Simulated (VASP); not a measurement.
# Li3B2H (P-3m1) in VASP: further runs, part 2 of 2

VASP 6.6.1. Earlier steps stand in the parts before.

**3. Single point, PBE**

This run uses another cell than the first one, of 8.11 Å³/atom, 0.638 times its volume.

The input, INCAR:

```
SYSTEM = Li3B2H
  PREC = Accurate
  ENCUT = 520
  EDIFF = 1E-7
  ISMEAR = 0
  SIGMA = 0.1
  LREAL = .FALSE.
  LASPH = .TRUE.
  NELM = 100
  ALGO = Normal
  ISIF = 2
  LWAVE = .FALSE.
  LCHARG = .FALSE.
  GGA = PE
  NBANDS = 17
```

The input, KPOINTS:

```
Automatic mesh
0
G
  9 9 2
  0 0 0
```

The input, POSCAR:

```
Li3B2H
1.0
    2.3681580679      0.0000000000      0.0000000000
   -1.1840790340      2.0508850470      0.0000000000
    0.0000000000      0.0000000000     10.0134252345
Li B H
3 2 1
Direct
    0.3333333333      0.6666666667      0.8829438087
    0.6666666667      0.3333333333      0.1170561913
    0.0000000000      0.0000000000      0.5000000000
    0.3333333333      0.6666666667      0.3096608782
    0.6666666667      0.3333333333      0.6903391218
    0.0000000000      0.0000000000      0.0000000000
```

Potentials or basis: VASP PAW PBE potentials, release 64 (Li_sv, B, H).

Launch:

```sh
cat potpaw_PBE.64/Li_sv/POTCAR potpaw_PBE.64/B/POTCAR potpaw_PBE.64/H/POTCAR > POTCAR
mpirun -np 1 vasp_std > vasp.out
```

OUTCAR:

```text
SYSTEM = Li3B2H
   PREC = Accurate
   ENCUT = 520
   EDIFF = 1E-7
   ISMEAR = 0
   LREAL = .FALSE.
   LASPH = .TRUE.
   NELM = 100
   ISIF = 2
   GGA = PE

 ion  position               nearest neighbor table
   1  0.333  0.667  0.883-   5 2.36   5 2.36   5 2.36
   2  0.667  0.333  0.117-   4 2.36   4 2.36   4 2.36
   3  0.000  0.000  0.500-   4 2.35   5 2.35   5 2.35   4 2.35   5 2.35   4 2.35
   4  0.333  0.667  0.310-   3 2.35   3 2.35   3 2.35   2 2.36   2 2.36   2 2.36
   5  0.667  0.333  0.690-   3 2.35   3 2.35   3 2.35   1 2.36   1 2.36   1 2.36
   6  0.000  0.000  0.000-

  LATTYP: Found a hexagonal cell.
 ALAT       =     2.3681580679
 C/A-ratio  =     4.2283601632

  Lattice vectors:

 A1 = (   2.3681580679,   0.0000000000,   0.0000000000)
 A2 = (  -1.1840790340,   2.0508850470,   0.0000000000)
 A3 = (   0.0000000000,   0.0000000000,  10.0134252345)

Analysis of symmetry for initial positions (statically):
=====================================================================
 Subroutine PRICEL returns:
 Original cell was already a primitive cell.
[... 182 lines left out ...]
 fundamental gap:      0.0750817749
 Fermi energy:         3.9112057617

 k-point     1 :       0.0000    0.0000    0.0000
  band No.  band energies     occupation
      1     -41.8044      2.00000
      2     -41.7609      2.00000
      3     -41.4366      2.00000
      4      -6.7582      2.00000
      5      -6.6869      2.00000
      6      -3.7944      2.00000
[... 457 lines left out ...]
      4       1.3594      2.00000
      5       2.3953      2.00000
      6       2.3953      2.00000
[... 9 lines left out ...]
     16      11.8138      0.00000
     17      11.8138      0.00000

------------------------ aborting loop because EDIFF is reached ----------------------------------------

  FORCE on cell =-STRESS in cart. coord.  units (eV):
  Direction    XX          YY          ZZ          XY          YZ          ZX
  --------------------------------------------------------------------------------------
  -------------------------------------------------------------------------------------
  Total       -0.1045260     -0.1045260     -0.1147978      0.0000000      0.0000000      0.0000000
  in kB       -3.4435020     -3.4435020     -3.7818946      0.0000000      0.0000000      0.0000000
  external PRESSURE =      -3.5562995 kB  Pullay stress =       0.0000000 kB

 VOLUME and BASIS-vectors are now :
 -----------------------------------------------------------------------------
  energy-cutoff  :      520.00
  volume of cell :       48.63
      direct lattice vectors                 reciprocal lattice vectors
     2.368158068  0.000000000  0.000000000     0.422269110  0.243797184  0.000000000
    -1.184079034  2.050885047  0.000000000     0.000000000  0.487594369  0.000000000
     0.000000000  0.000000000 10.013425234     0.000000000  0.000000000  0.099865928

 POSITION                                       TOTAL-FORCE (eV/Angst)
 -----------------------------------------------------------------------------------
     -0.00000      1.36726      8.84129        -0.000000      0.000000     -0.026380
      1.18408      0.68363      1.17213         0.000000     -0.000000      0.026380
      0.00000      0.00000      5.00671        -0.000000      0.000000      0.000000
     -0.00000      1.36726      3.10077         0.000000     -0.000000      0.003286
      1.18408      0.68363      6.91266        -0.000000      0.000000     -0.003286
      0.00000      0.00000      0.00000        -0.000000      0.000000      0.000000
 -----------------------------------------------------------------------------------
    total drift:                                0.000000      0.000000      0.000000

  FREE ENERGIE OF THE ION-ELECTRON SYSTEM (eV)
  ---------------------------------------------------
  free  energy   TOTEN  =       -19.2795318333 eV

  energy  without entropy=      -19.2723083651  energy(sigma->0) =      -19.27592010
```

Run time: 17 s. Hardware: 1 thread of Intel Xeon 6975P-C (Granite Rapids), shared host; peak memory 0.16 GiB.

What came out:

```
Free energy            : -19.2795 eV
Largest force          : 0.026 eV/Å
Band gap on the k mesh : zero (band 8 reaches 4.47 eV, above the bottom of band 9 at 2.98 eV)
```

Forces on the atoms (eV/Å):
```
Li   0.000  0.000 -0.026
Li   0.000  0.000  0.026
Li   0.000  0.000  0.000
B    0.000  0.000  0.003
B    0.000  0.000 -0.003
H    0.000  0.000  0.000
```

Levels at points of the mesh, in eV from the Fermi level:
```csv
k point,band 4,band 5,band 6,band 7,band 8,band 9,band 10,band 11,band 12,band 13
"(0.00, 0.00, 0.00)",-10.67,-10.60,-7.71,-4.28,-3.79,4.46,4.92,10.37,10.37,10.38
"(0.00, 0.00, 0.50)",-10.67,-10.60,-7.70,-4.42,-3.62,3.49,7.44,7.81,10.37,10.37
```

Caveat: the cutoff is under 1.25 times the usual one of these potentials, so pressure, stress and relaxed cells hold a basis-set (Pulay) error.

**4. Relaxation of cell and atoms, PBE**

This run uses another cell than the first one, of 8.25 Å³/atom, 0.650 times its volume.

The input, INCAR:

```
PREC = Accurate ; ENCUT = 600
EDIFF = 1E-6 ; ISMEAR = 0
SIGMA = 0.1 ; LREAL = False
LASPH = True ; NELM = 80
ALGO = Normal ; ISIF = 3
LWAVE = False ; LCHARG = False
GGA = PE ; IBRION = 2
NSW = 90 ; EDIFFG = -0.04
```

The input, KPOINTS:

```
regular mesh
0
Gamma
  9 9 2
```

The input, POSCAR:

```
Li3B2H
1.0
    2.3967023640      0.0000000000      0.0000000000
   -1.1983511820      2.0756051325      0.0000000000
    0.0000000000      0.0000000000      9.9500810935
Li B H
3 2 1
Direct
    0.3333333333      0.6666666667      0.8811878905
    0.6666666667      0.3333333333      0.1188121095
    0.0000000000      0.0000000000      0.5000000000
    0.3333333333      0.6666666667      0.3111079731
    0.6666666667      0.3333333333      0.6888920269
    0.0000000000      0.0000000000      0.0000000000
```

Launch:

```sh
cat potpaw_PBE.64/Li_sv/POTCAR potpaw_PBE.64/B/POTCAR potpaw_PBE.64/H/POTCAR > POTCAR
mpirun -np 1 vasp_std > vasp.out
```

Run time: 22 s. Hardware: 1 thread of Intel Xeon 6975P-C (Granite Rapids), shared host; peak memory 0.17 GiB.

It converged, with:

| Property | Result |
| --- | --- |
| Free energy | -19.2833 eV |
| Relaxed volume | 8.10 Å³/atom |
| Relaxed cell | a = 2.365 Å, b = 2.365 Å, c = 10.026 Å, α = 90.00°, β = 90.00°, γ = 120.00° |
| Space group after relaxing (to 0.05 Å) | P-3m1 (No. 164) |
| Energy gained by relaxing | 1.8 meV/atom |
| Ionic steps | 3 |
| Pressure after relaxing | -0.4 GPa |
| Largest force after relaxing | 0.040 eV/Å |
| Band gap on the k mesh | zero (band 8 reaches 4.47 eV, above the bottom of band 9 at 3.00 eV) |

Forces on the atoms (eV/Å):
```
Li   0.000  0.000  0.005
Li   0.000  0.000 -0.005
Li   0.000  0.000  0.000
B    0.000  0.000 -0.040
B    0.000  0.000  0.040
H    0.000  0.000  0.000
```

Stress tensor (GPa, compression positive):
```
-0.22  0.00  0.00
 0.00 -0.22  0.00
 0.00  0.00 -0.69
```

Step by step:
```tsv
step	energy change (eV)	largest force (eV/Å)	pressure (GPa)	volume (Å³)
1	0.0000	0.0795	-0.94	49.50
2	-0.0065	0.0521	-0.75	49.15
3	-0.0111	0.0400	-0.38	48.57
```

Final structure:
```cif
data_structure
_symmetry_space_group_name_H-M 'P 1'
_symmetry_Int_Tables_number 1
_cell_length_a 2.3652
_cell_length_b 2.3652
_cell_length_c 10.0260
_cell_angle_alpha 90.000
_cell_angle_beta 90.000
_cell_angle_gamma 120.000
_cell_volume 48.57
loop_
_atom_site_label
_atom_site_type_symbol
_atom_site_fract_x
_atom_site_fract_y
_atom_site_fract_z
_atom_site_occupancy
Li1 Li 0.33333 0.66667 0.88221 1
Li2 Li 0.66667 0.33333 0.11779 1
Li3 Li 0.00000 0.00000 0.50000 1
B1 B 0.33333 0.66667 0.31065 1
B2 B 0.66667 0.33333 0.68935 1
H1 H 0.00000 0.00000 0.00000 1
```

Levels at points of the mesh, in eV from the Fermi level:
| k point | band 4 | band 5 | band 6 | band 7 | band 8 | band 9 | band 10 | band 11 | band 12 |
| --- | --- | --- | --- | --- | --- | --- | --- | --- | --- |
| (0.00, 0.00, 0.00) | -10.69 | -10.62 | -7.71 | -4.30 | -3.80 | 4.39 | 4.93 | 10.40 | 10.41 |
| (0.00, 0.00, 0.50) | -10.69 | -10.63 | -7.70 | -4.43 | -3.64 | 3.45 | 7.42 | 7.75 | 10.40 |

Caveat: the cutoff is under 1.25 times the usual one of these potentials, so pressure, stress and relaxed cells hold a basis-set (Pulay) error.

**5. Overview**

| task | cell | k mesh | cutoff (eV) | gap on the mesh (eV) | largest force (eV/Å) |
| --- | --- | --- | --- | --- | --- |
| single point | a = 3.290, b = 3.290, c = 8.129 Å, angles 90.0, 90.0, 120.0°, 6 atoms | 6 × 6 × 2 | 520 | none | 0.86 |
| single point | a = 2.368, b = 2.368, c = 10.013 Å, angles 90.0, 90.0, 120.0°, 6 atoms | 9 × 9 × 2 | 520 | none | 0.03 |
| relaxation of cell and atoms | relaxed from a = 2.397, b = 2.397, c = 9.950 Å, angles 90.0, 90.0, 120.0°, 6 atoms | 9 × 9 × 2 | 600 | none | 0.04 |

Alike in all rows: level PBE; potentials or basis VASP PAW PBE potentials, release 64 (Li_sv, B, H); no spin polarisation; smearing gaussian 0.1 eV.

Caveats: some runs use coarse meshes; the cutoff is under 1.25 times the usual one of these potentials, so pressure, stress and relaxed cells hold a basis-set (Pulay) error.

Absolute energies hang on the potentials; compare differences alone.
